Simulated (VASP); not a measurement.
# SnO2 (Pbcn) in VASP: notebook, part 2 of 2

VASP 6.6.1. Earlier steps stand in the parts before.

### 4 Single point, r2SCAN (uniaxial strain along c: -1.0 %, then relaxed in part)

POSCAR reads:

```
SnO2
1.0
    4.7566208045      0.0000000000      0.0000000000
    0.0000000000      5.7509879983      0.0000000000
    0.0000000000      0.0000000000      5.1857256908
Sn O
4 8
Direct
    0.5000000000      0.6668776806      0.7500000000
    0.0000000000      0.8331223194      0.2500000000
    0.5000000000      0.3331223194      0.2500000000
    0.0000000000      0.1668776806      0.7500000000
    0.7298707416      0.6066800384      0.0790551921
    0.2298707416      0.8933199616      0.9209448079
    0.7701292584      0.8933199616      0.5790551921
    0.2701292584      0.6066800384      0.4209448079
    0.7298707416      0.3933199616      0.5790551921
    0.2298707416      0.1066800384      0.4209448079
    0.7701292584      0.1066800384      0.0790551921
    0.2701292584      0.3933199616      0.9209448079
```

INCAR.step1 reads:

```
ALGO = Normal
EDIFF = 1E-4
ENCUT = 520
GGA = PE
ISMEAR = 0
LASPH = True
LCHARG = False
LREAL = False
LWAVE = True
NBANDS = 64
NELM = 100
PREC = Accurate
SIGMA = 0.02
```

INCAR.step2 reads:

```
ALGO = Normal
EDIFF = 1E-6
ENCUT = 520
ISIF = 2
ISMEAR = 0
ISTART = 1
LASPH = True
LCHARG = False
LMIXTAU = True
LREAL = False
LWAVE = False
METAGGA = R2SCAN
NBANDS = 64
NELM = 100
PREC = Accurate
SIGMA = 0.02
```

KPOINTS reads:

```
k-points
0
Gamma
  6 6 6
```

Started as:

```
cat potpaw_PBE.64/Sn_d/POTCAR potpaw_PBE.64/O/POTCAR > POTCAR
cp INCAR.step1 INCAR
mpirun -np 1 vasp_std > vasp.out
cp INCAR.step2 INCAR
mpirun -np 1 vasp_std > vasp.out
```

Run time: 34 min. Hardware: 1 thread of Oxide Virtual Turin-like, shared host; peak memory 0.51 GiB.

Results (log left out):

* Free energy: -169.0405 eV
* Pressure: 1.9 GPa
* Largest force: 0.024 eV/Å
* Band gap on the k mesh: 2.15 eV

Forces in eV/Å, atoms in the order of the input:
```
Sn   0.000  0.021  0.000
Sn   0.000 -0.021  0.000
Sn   0.000 -0.021  0.000
Sn   0.000  0.021  0.000
O    0.020 -0.010  0.008
O    0.020  0.010 -0.008
O   -0.020  0.010  0.008
O   -0.020 -0.010 -0.008
O    0.020  0.010  0.008
O    0.020 -0.010 -0.008
O   -0.020 -0.010  0.008
O   -0.020  0.010 -0.008
```

Stress tensor (GPa, compression positive):
```
1.06 0.00 0.00
0.00 1.03 0.00
0.00 0.00 3.74
```

Levels at points of the mesh, in eV from the valence-band top:
```tsv
k point	band 48	band 49	band 50	band 51	band 52	band 53	band 54	band 55	band 56	band 57
(0.00, 0.00, 0.00)	-0.59	-0.52	-0.16	-0.14	0.00	2.15	7.05	7.10	7.79	8.02
(0.50, 0.00, 0.00)	-0.77	-0.28	-0.28	-0.07	-0.07	5.37	5.37	6.12	6.12	9.39
(0.00, 0.50, 0.00)	-0.94	-0.87	-0.87	-0.10	-0.10	4.85	4.85	7.83	7.83	9.80
(0.50, 0.50, 0.00)	-0.71	-0.56	-0.56	-0.22	-0.22	5.84	5.84	6.95	6.95	9.59
(0.00, 0.00, 0.50)	-0.71	-0.24	-0.24	-0.18	-0.18	5.25	5.25	7.12	7.12	8.78
(0.50, 0.00, 0.50)	-0.85	-0.26	-0.26	-0.26	-0.26	5.83	5.83	5.83	5.83	9.15
(0.00, 0.50, 0.50)	-1.11	-0.32	-0.32	-0.32	-0.32	6.40	6.40	6.40	6.40	9.79
(0.50, 0.50, 0.50)	-0.99	-0.39	-0.39	-0.39	-0.39	6.29	6.29	6.29	6.29	9.59
```

Caveat: the cell differs from its parent crystal (uniaxial strain along c: -1.0 %, then relaxed in part); the PAW data sets were made with another functional, which shifts forces and pressure a little; spin-orbit coupling is left out, which moves the levels of the heavy elements.

### 5 Single point, r2SCAN

This run uses another cell than the first one, of 11.99 Å³/atom.

POSCAR reads:

```
SnO2
1.0
    4.7485531616      0.0000000000      0.0000000000
    0.0000000000      5.7639815932      0.0000000000
    0.0000000000      0.0000000000      5.2547949003
Sn O
4 8
Direct
    0.5000000000      0.6646836738      0.7500000000
    0.0000000000      0.8353163262      0.2500000000
    0.5000000000      0.3353163262      0.2500000000
    0.0000000000      0.1646836738      0.7500000000
    0.7290528898      0.6084365940      0.0792070042
    0.2290528898      0.8915634060      0.9207929958
    0.7709471102      0.8915634060      0.5792070042
    0.2709471102      0.6084365940      0.4207929958
    0.7290528898      0.3915634060      0.5792070042
    0.2290528898      0.1084365940      0.4207929958
    0.7709471102      0.1084365940      0.0792070042
    0.2709471102      0.3915634060      0.9207929958
```

INCAR.step1 reads:

```
PREC = Accurate
ENCUT = 520
ISMEAR = 0
SIGMA = 0.02
LREAL = F
LASPH = T
NELM = 60
NBANDS = 64
GGA = PE
ALGO = Normal
EDIFF = 1E-4
LWAVE = T
LCHARG = F
```

INCAR.step2 reads:

```
PREC = Accurate
ENCUT = 520
EDIFF = 1E-6
ISMEAR = 0
SIGMA = 0.02
LREAL = F
LASPH = T
NELM = 60
ALGO = Normal
ISIF = 2
LWAVE = F
LCHARG = T
METAGGA = R2SCAN
LMIXTAU = T
LELF = T
LVHAR = T
NBANDS = 64
ISTART = 1
```

KPOINTS reads:

```
Automatic mesh
0
Gamma
  6 6 6
```

Potentials or basis: VASP PAW PBE potentials, release 64 (Sn_d, O).

Started as:

```
cat potpaw_PBE.64/Sn_d/POTCAR potpaw_PBE.64/O/POTCAR > POTCAR
cp INCAR.step1 INCAR
mpirun -np 1 vasp_std > vasp.out
cp INCAR.step2 INCAR
mpirun -np 1 vasp_std > vasp.out
```

OUTCAR:

```text
PREC = Accurate
   ENCUT = 520
   EDIFF = 1E-6
   ISMEAR = 0
   LREAL = F
   LASPH = T
   NELM = 60
   ISIF = 2
   METAGGA = R2SCAN
   ISTART = 1

 ion  position               nearest neighbor table
   1  0.500  0.665  0.750-   6 2.04   7 2.04   5 2.07   8 2.07   9 2.11  12 2.11   3 3.24   3 3.24
                             2 3.68   2 3.68   2 3.68   2 3.68   4 3.73   4 3.73   4 3.73   4 3.73
   2  0.000  0.835  0.250-   5 2.04   8 2.04   7 2.07   6 2.07  10 2.11  11 2.11   4 3.24   4 3.24
                             1 3.68   1 3.68   1 3.68   1 3.68   3 3.73   3 3.73   3 3.73   3 3.73
   3  0.500  0.335  0.250-  10 2.04  11 2.04   9 2.07  12 2.07   5 2.11   8 2.11   1 3.24   1 3.24
                             4 3.68   4 3.68   4 3.68   4 3.68   2 3.73   2 3.73   2 3.73   2 3.73
   4  0.000  0.165  0.750-   9 2.04  12 2.04  11 2.07  10 2.07   6 2.11   7 2.11   2 3.24   2 3.24
                             3 3.68   3 3.68   3 3.68   3 3.68   1 3.73   1 3.73   1 3.73   1 3.73
   5  0.729  0.608  0.079-   2 2.04   1 2.07   3 2.11
   6  0.229  0.892  0.921-   1 2.04   2 2.07   4 2.11
   7  0.771  0.892  0.579-   1 2.04   2 2.07   4 2.11
   8  0.271  0.608  0.421-   2 2.04   1 2.07   3 2.11
   9  0.729  0.392  0.579-   4 2.04   3 2.07   1 2.11
  10  0.229  0.108  0.421-   3 2.04   4 2.07   2 2.11
  11  0.771  0.108  0.079-   3 2.04   4 2.07   2 2.11
  12  0.271  0.392  0.921-   4 2.04   3 2.07   1 2.11

  LATTYP: Found a simple orthorhombic cell.
 ALAT       =     4.7485531616
 B/A-ratio  =     1.1066096812
 C/A-ratio  =     1.2138395417

  Lattice vectors:

 A1 = (  -4.7485531616,   0.0000000000,   0.0000000000)
 A2 = (   0.0000000000,   0.0000000000,   5.2547949003)
 A3 = (   0.0000000000,   5.7639815932,   0.0000000000)

Analysis of symmetry for initial positions (statically):
=====================================================================
 Subroutine PRICEL returns:
 Original cell was already a primitive cell.

[... 173 lines left out ...]
   LRPA    =     F    only Hartree local field effects (RPA)
 non-spin polarized calculation
 Gauss-broadening in eV      SIGMA  =   0.02
  energy-cutoff  :      520.00
  volume of cell :      143.83
 maximum number of plane-waves:      3902
 NGX is ok and might be reduce to    36
   NGX = 17   NGY = 21   NGZ = 19

 number of electron     104.0000015 magnetization

 Free energy of the ion-electron system (eV)
  ---------------------------------------------------
  ext. energy  EPLUGINS =         0.00000000
  ---------------------------------------------------
  free energy    TOTEN  =      -169.05918859 eV

  energy without entropy =     -169.05918859  energy(sigma->0) =     -169.05918859

 E-fermi :   5.4569     XC(G=0): -12.0501

 val. band max:        5.3486820882   @ k =   0.3333   0.0000   0.0000
 cond. band min:       7.3302697406   @ k =   0.0000   0.0000   0.0000
 fundamental gap:      1.9815876525
 Fermi energy:         5.4569081057

 k-point     1 :       0.0000    0.0000    0.0000
  band No.  band energies     occupation
      1     -15.9532      2.00000
      2     -15.7841      2.00000
      3     -15.6985      2.00000
      4     -15.3792      2.00000
      5     -15.2285      2.00000
      6     -14.9803      2.00000
[... 1597 lines left out ...]
     63      17.1258      0.00000
     64      17.1259      0.00000

 [... further k-points ...]

------------------------ aborting loop because EDIFF is reached ----------------------------------------

  FORCE on cell =-STRESS in cart. coord.  units (eV):
  Direction    XX          YY          ZZ          XY          YZ          ZX
  --------------------------------------------------------------------------------------
  -------------------------------------------------------------------------------------
  Total       -0.8968328     -0.8651167     -0.7127150      0.0000000      0.0000000      0.0000000
  in kB       -9.9903897     -9.6370834     -7.9393845      0.0000000      0.0000000      0.0000000
  external PRESSURE =      -9.1889525 kB  Pullay stress =       0.0000000 kB

 VOLUME and BASIS-vectors are now :
 -----------------------------------------------------------------------------
  energy-cutoff  :      520.00
  volume of cell :      143.83
      direct lattice vectors                 reciprocal lattice vectors
     4.748553162  0.000000000  0.000000000     0.210590461  0.000000000  0.000000000
     0.000000000  5.763981593  0.000000000     0.000000000  0.173491186  0.000000000
     0.000000000  0.000000000  5.254794900     0.000000000  0.000000000  0.190302385

 POSITION                                       TOTAL-FORCE (eV/Angst)
 -----------------------------------------------------------------------------------
      2.37428      3.83122      3.94110        -0.000000      0.015263     -0.000000
      0.00000      4.81475      1.31370        -0.000000     -0.015263     -0.000000
      2.37428      1.93276      1.31370        -0.000000     -0.015263     -0.000000
      0.00000      0.94923      3.94110        -0.000000      0.015263     -0.000000
      3.46195      3.50702      0.41622         0.019729     -0.008112      0.005600
      1.08767      5.13896      4.83858         0.019729      0.008112     -0.005600
      3.66088      5.13896      3.04361        -0.019729      0.008112      0.005600
      1.28661      3.50702      2.21118        -0.019729     -0.008112     -0.005600
      3.46195      2.25696      3.04361         0.019729      0.008112      0.005600
      1.08767      0.62503      2.21118         0.019729     -0.008112     -0.005600
      3.66088      0.62503      0.41622        -0.019729     -0.008112      0.005600
      1.28661      2.25696      4.83858        -0.019729      0.008112     -0.005600
 -----------------------------------------------------------------------------------
    total drift:                                0.000000      0.000000      0.000000

  FREE ENERGIE OF THE ION-ELECTRON SYSTEM (eV)
  ---------------------------------------------------
  free  energy   TOTEN  =      -169.0591885922 eV

  energy  without entropy=     -169.0591885922  energy(sigma->0) =     -169.05918859
```

OUTCAR.step1:

```text
PREC = Accurate
   ENCUT = 520
   ISMEAR = 0
   LREAL = F
[... 1877 lines left out ...]
      3.46195      2.25696      3.04361         0.099250      0.075779     -0.016585
      1.08767      0.62503      2.21118         0.099250     -0.075779      0.016585
      3.66088      0.62503      0.41622        -0.099250     -0.075779     -0.016585
      1.28661      2.25696      4.83858        -0.099250      0.075779      0.016585
 -----------------------------------------------------------------------------------
    total drift:                                0.000000      0.000000      0.000000

  FREE ENERGIE OF THE ION-ELECTRON SYSTEM (eV)
  ---------------------------------------------------
  free  energy   TOTEN  =       -74.3033356706 eV

  energy  without entropy=      -74.3033356706  energy(sigma->0) =      -74.30333567
```

It took 47 min on 1 thread of Oxide Virtual Turin-like, shared host; peak memory 0.51 GiB.

Results:

* Free energy: -169.0592 eV
* Pressure: -0.9 GPa
* Largest force: 0.022 eV/Å
* Band gap on the k mesh: 1.98 eV (least direct gap 2.00 eV)

Forces on the atoms (eV/Å):
```
Sn   0.000  0.015  0.000
Sn   0.000 -0.015  0.000
Sn   0.000 -0.015  0.000
Sn   0.000  0.015  0.000
O    0.020 -0.008  0.006
O    0.020  0.008 -0.006
O   -0.020  0.008  0.006
O   -0.020 -0.008 -0.006
O    0.020  0.008  0.006
O    0.020 -0.008 -0.006
O   -0.020 -0.008  0.006
O   -0.020  0.008 -0.006
```

Levels at points of the mesh, in eV from the valence-band top:
```
           k point  band 50  band 51  band 52  band 53  band 54  band 55
(0.00, 0.00, 0.00)    -0.13    -0.13    -0.02     1.98     6.88     7.02
(0.50, 0.00, 0.00)    -0.28    -0.06    -0.06     5.21     5.21     5.99
(0.00, 0.50, 0.00)    -0.86    -0.10    -0.10     4.69     4.69     7.69
(0.50, 0.50, 0.00)    -0.55    -0.19    -0.19     5.66     5.66     6.80
(0.00, 0.00, 0.50)    -0.24    -0.16    -0.16     5.10     5.10     6.95
(0.50, 0.00, 0.50)    -0.24    -0.24    -0.24     5.69     5.69     5.69
(0.00, 0.50, 0.50)    -0.31    -0.31    -0.31     6.24     6.24     6.24
(0.50, 0.50, 0.50)    -0.37    -0.37    -0.37     6.14     6.14     6.14
```

Caveat: the PAW data sets were made with another functional, which shifts forces and pressure a little; spin-orbit coupling is left out, which moves the levels of the heavy elements.

### 6 Summary

```csv
cell,gap on the mesh (eV),pressure (GPa),largest force (eV/Å)
"a = 4.756, b = 5.772, c = 5.133 Å, 12 atoms, atomic positions A",2.24,3.7,0.11
"a = 4.716, b = 5.725, c = 5.223 Å, 12 atoms, atomic positions B",2.22,3.2,0.02
"a = 4.757, b = 5.751, c = 5.186 Å, 12 atoms, atomic positions A",2.15,1.9,0.02
"a = 4.749, b = 5.764, c = 5.255 Å, 12 atoms, atomic positions C",1.98,-0.9,0.02
```

Alike in all rows: task single point; level r2SCAN; potentials or basis VASP PAW PBE potentials, release 64 (Sn_d, O); no spin polarisation; k mesh 6 × 6 × 6; cutoff (eV) 520; smearing gaussian 0.02 eV.

Caveats: the PAW data sets were made with another functional, which shifts forces and pressure a little; spin-orbit coupling is left out, which moves the levels of the heavy elements; the cell stands under pressure (at least some runs).

Absolute energies hang on the potentials; compare differences alone.
